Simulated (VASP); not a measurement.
# KF (Fmmm) in VASP: further runs, part 3 of 3

VASP 6.6.1. Earlier steps stand in the parts before.

## (5) Single point, LDA (normal strain along x +0.0350, normal strain along z -0.0375)

The input, INCAR:

```
PREC = Accurate ; ENCUT = 520
EDIFF = 1E-6 ; ISMEAR = 0
SIGMA = 0.05 ; LREAL = F
LASPH = T ; NELM = 60
ALGO = Normal ; ISIF = 2
LWAVE = F ; LCHARG = F
NBANDS = 15
```

The input, KPOINTS:

```
Automatic mesh
0
Gamma
  8 8 8
```

The input, POSCAR:

```
KF
1.0
    0.0000000000      2.5817196783      2.4849051904
    2.6720798670      0.0000000000      2.4849051904
    2.6720798670      2.5817196783      0.0000000000
K F
1 1
Direct
    0.0000000000      0.0000000000      0.0000000000
    0.5000000000      0.5000000000      0.5000000000
```

Potentials or basis: VASP PAW LDA potentials, release 64 (K_sv, F).

Command:

```
$ cat potpaw_LDA.64/K_sv/POTCAR potpaw_LDA.64/F/POTCAR > POTCAR
$ mpirun -np 1 vasp_std > vasp.out
```

OUTCAR:

```text
PREC = Accurate
   ENCUT = 520
   EDIFF = 1E-6
   ISMEAR = 0
   LREAL = F
   LASPH = T
   NELM = 60
   ISIF = 2

 ion  position               nearest neighbor table
   1  0.000  0.000  0.000-   2 2.48   2 2.48   2 2.58   2 2.58   2 2.67   2 2.67
   2  0.500  0.500  0.500-   1 2.48   1 2.48   1 2.58   1 2.58   1 2.67   1 2.67

  LATTYP: Found a face centered orthorhombic cell.
 ALAT       =     4.9698103808
 B/A-ratio  =     1.0389610389
 C/A-ratio  =     1.0753246753

  Lattice vectors:

 A1 = (   2.6720798670,  -2.5817196783,   0.0000000000)
 A2 = (   2.6720798670,   0.0000000000,   2.4849051904)
 A3 = (   0.0000000000,  -2.5817196783,   2.4849051904)

Analysis of symmetry for initial positions (statically):
=====================================================================
 Subroutine PRICEL returns:
 Original cell was already a primitive cell.

 Routine SETGRP: Setting up the symmetry group for a
 face centered orthorhombic supercell.

 Subroutine GETGRP returns: Found  8 space group operations
 (whereof  8 operations were pure point group operations)
 out of a pool of  8 trial point group operations.

The static configuration has the point symmetry D_2h.

Analysis of symmetry for dynamics (positions and initial velocities):
=====================================================================
 Subroutine PRICEL returns:
 Original cell was already a primitive cell.

 Routine SETGRP: Setting up the symmetry group for a
 face centered orthorhombic supercell.

 Subroutine GETGRP returns: Found  8 space group operations
 (whereof  8 operations were pure point group operations)
 out of a pool of  8 trial point group operations.

The dynamic configuration has the point symmetry D_2h.

 Subroutine INISYM returns: Found  8 space group operations
 (whereof  8 operations are pure point group operations),
 and found     1 'primitive' translations

[... 115 lines left out ...]
  volume/ion in A,a.u.               =      17.14       115.68
  Fermi-wavevector in a.u.,A,eV,Ry     =   1.269839  2.399648 21.939278  1.612491
  Thomas-Fermi vector in A             =   2.402859
   LORBIT       =      0    0 simple, 1 ext, 2 COOP (PROOUT), +10 PAW based schemes
   GGA     = CA    functional components
   LHFCALC =     F    Hartree Fock is set to
   AEXX    =    0.0000 exact exchange contribution
   IVDW    =     0    specifies the selected vdW correction
   LEPSILON=     F    determine dielectric tensor
   LRPA    =     F    only Hartree local field effects (RPA)
 non-spin polarized calculation
 Gauss-broadening in eV      SIGMA  =   0.05
  energy-cutoff  :      520.00
  volume of cell :       34.28
 maximum number of plane-waves:       940
   NGX = 13   NGY = 13   NGZ = 13

 number of electron      16.0000000 magnetization

 Free energy of the ion-electron system (eV)
  ---------------------------------------------------
  ext. energy  EPLUGINS =         0.00000000
  ---------------------------------------------------
  free energy    TOTEN  =        -9.04681664 eV

  energy without entropy =       -9.04681664  energy(sigma->0) =       -9.04681664

 E-fermi :  -2.5760     XC(G=0):  -9.6235

 val. band max:       -2.8099586773   @ k =   0.0000   0.0000   0.0000
 cond. band min:       3.4201198559   @ k =   0.0000   0.0000   0.0000
 fundamental gap:      6.2300785333
 Fermi energy:        -2.5759692984

 k-point     1 :       0.0000    0.0000    0.0000
  band No.  band energies     occupation
      1     -28.2776      2.00000
      2     -21.1887      2.00000
      3     -11.6700      2.00000
      4     -11.6434      2.00000
      5     -11.6388      2.00000
      6      -2.9904      2.00000
      7      -2.9247      2.00000
      8      -2.8100      2.00000
      9       3.4201      0.00000
     10       7.6533      0.00000
     11       7.8930      0.00000
     12       8.1412      0.00000
     13       9.4471      0.00000
     14      10.1470      0.00000
[... 401 lines left out ...]
      2     -21.3213      2.00000
      3     -11.9456      2.00000
      4     -11.7556      2.00000
      5     -11.7337      2.00000
      6      -3.6418      2.00000
      7      -3.2636      2.00000
      8      -3.1542      2.00000
      9       6.0021      0.00000
     10       6.9191      0.00000
     11       9.2460      0.00000
     12       9.6216      0.00000
     13      10.9936      0.00000
     14      11.3556      0.00000
     15      15.5864      0.00000

 [... further k-points ...]
[... 5 lines left out ...]
  --------------------------------------------------------------------------------------
  -------------------------------------------------------------------------------------
  Total       -0.4293091      0.0781838      0.9249313      0.0000000      0.0000000      0.0000000
  in kB      -20.0623770      3.6536655     43.2236771      0.0000000      0.0000000      0.0000000
  external PRESSURE =       8.9383219 kB  Pullay stress =       0.0000000 kB

 VOLUME and BASIS-vectors are now :
 -----------------------------------------------------------------------------
  energy-cutoff  :      520.00
  volume of cell :       34.28
      direct lattice vectors                 reciprocal lattice vectors
     0.000000000  2.581719678  2.484905190    -0.187120155  0.193669361  0.201214920
     2.672079867  0.000000000  2.484905190     0.187120155 -0.193669361  0.201214920
     2.672079867  2.581719678  0.000000000     0.187120155  0.193669361 -0.201214920

 POSITION                                       TOTAL-FORCE (eV/Angst)
 -----------------------------------------------------------------------------------
      0.00000      0.00000      0.00000         0.000000      0.000000      0.000000
      2.67208      2.58172      2.48491         0.000000      0.000000     -0.000000
 -----------------------------------------------------------------------------------
    total drift:                                0.000000      0.000000      0.000000

  FREE ENERGIE OF THE ION-ELECTRON SYSTEM (eV)
  ---------------------------------------------------
  free  energy   TOTEN  =        -9.0468166401 eV

  energy  without entropy=       -9.0468166401  energy(sigma->0) =       -9.04681664
```

OSZICAR:

```text
N       E                     dE             d eps       ncg     rms          rms(c)
DAV:   1     0.117604448956E+03    0.11760E+03   -0.82607E+03  2850   0.105E+03
DAV:   2    -0.534935908297E+01   -0.12295E+03   -0.10908E+03  3558   0.294E+02
DAV:   3    -0.101072070042E+02   -0.47578E+01   -0.47307E+01  3804   0.531E+01
DAV:   4    -0.102330328262E+02   -0.12583E+00   -0.12581E+00  3761   0.856E+00
DAV:   5    -0.102353174059E+02   -0.22846E-02   -0.22846E-02  3929   0.900E-01    0.644E+00
DAV:   6    -0.911917463428E+01    0.11161E+01   -0.30544E+00  3037   0.159E+01    0.495E+00
DAV:   7    -0.907242915477E+01    0.46745E-01   -0.76119E-02  3704   0.223E+00    0.294E+00
DAV:   8    -0.904675911802E+01    0.25670E-01   -0.45292E-02  3459   0.210E+00    0.217E-01
DAV:   9    -0.904672344706E+01    0.35671E-04   -0.31120E-03  3445   0.471E-01    0.973E-02
DAV:  10    -0.904681992139E+01   -0.96474E-04   -0.28296E-04  3802   0.186E-01    0.442E-02
DAV:  11    -0.904681292984E+01    0.69915E-05   -0.33597E-05  4007   0.695E-02    0.135E-02
DAV:  12    -0.904681654349E+01   -0.36137E-05   -0.25681E-06  3199   0.161E-02    0.178E-03
DAV:  13    -0.904681664009E+01   -0.96597E-07   -0.27278E-07  2349   0.481E-03
   1 F= -.90468166E+01 E0= -.90468166E+01  d E =-.467945E-13
```

Wall time 20 s (1 thread of Intel Xeon 6975P-C (Granite Rapids), shared host); peak memory 0.16 GiB.

Results:

```
Free energy            : -9.0468 eV
Pressure               : 0.9 GPa
Band gap on the k mesh : 6.23 eV, direct
```

Caveat: the cell differs from its parent crystal (normal strain along x +0.0350, normal strain along z -0.0375). A k mesh can miss the band edges.

## (6) Single point, LDA (normal strain along x +0.0525, normal strain along z +0.0375)

The input, INCAR:

```
PREC = Accurate ; ENCUT = 520
EDIFF = 1E-6 ; ISMEAR = 0
SIGMA = 0.05 ; LREAL = F
LASPH = T ; NELM = 80
ALGO = Normal ; ISIF = 2
LWAVE = F ; LCHARG = F
GGA = CA ; NBANDS = 15
```

KPOINTS is that of step 5.

The input, POSCAR:

```
KF
1.0
    0.0000000000      2.5817196783      2.6785341662
    2.7172599614      0.0000000000      2.6785341662
    2.7172599614      2.5817196783      0.0000000000
K F
1 1
Direct
    0.0000000000      0.0000000000      0.0000000000
    0.5000000000      0.5000000000      0.5000000000
```

Potentials or basis: VASP PAW LDA potentials, release 64 (K_sv, F).

Command:

```
$ cat potpaw_LDA.64/K_sv/POTCAR potpaw_LDA.64/F/POTCAR > POTCAR
$ mpirun -np 1 vasp_std > vasp.out
```

Wall time 27 s (1 thread of AMD EPYC 9R45 (Zen 5), shared host); peak memory 0.14 GiB.

The run converged. Its results:

```
Free energy            : -9.0365 eV
Pressure               : -2.8 GPa
Band gap on the k mesh : 5.80 eV, direct
```

Stress tensor (GPa, compression positive):
```
-3.87  0.00  0.00
 0.00 -1.21  0.00
 0.00  0.00 -3.30
```

Levels at points of the mesh, in eV from the valence-band top:
```tsv
k point	band 5	band 6	band 7	band 8	band 9	band 10	band 11	band 12
(0.00, 0.00, 0.00)	-9.10	-0.09	-0.07	0.00	5.80	10.38	10.47	10.69
(0.50, 0.00, 0.00)	-9.11	-0.92	-0.44	-0.43	8.78	10.26	11.84	12.15
(0.50, 0.50, 0.00)	-9.30	-0.28	-0.15	-0.04	7.90	10.13	11.38	13.61
(0.50, 0.00, 0.50)	-9.36	-0.17	-0.15	-0.12	7.75	10.18	11.72	13.61
(0.00, 0.50, 0.50)	-9.29	-0.32	-0.12	-0.04	7.94	10.13	11.25	13.62
```

Caveat: the cell differs from its parent crystal (normal strain along x +0.0525, normal strain along z +0.0375).

## (7) Summary

```tsv
cell	gap on the mesh (eV)	pressure (GPa)
a = 3.720, b = 3.597, c = 3.526 Å, angles 63.0, 59.5, 57.6°, 2 atoms	6.22	3.4
a = 3.517, b = 3.652, c = 3.781 Å, angles 56.4, 59.9, 63.6°, 2 atoms	5.99	2.8
a = 3.720, b = 3.627, c = 3.557 Å, angles 62.4, 59.8, 57.9°, 2 atoms	6.23	1.9
a = 3.583, b = 3.649, c = 3.716 Å, angles 58.2, 60.0, 61.8°, 2 atoms	6.23	0.9
a = 3.720, b = 3.816, c = 3.748 Å, angles 58.9, 61.4, 59.6°, 2 atoms	5.80	-2.8
```

Alike in all rows: task single point; level LDA; potentials or basis VASP PAW LDA potentials, release 64 (K_sv, F); no spin polarisation; k mesh 8 × 8 × 8; cutoff (eV) 520; smearing gaussian 0.05 eV.

Absolute energies hang on the potentials; compare differences alone.
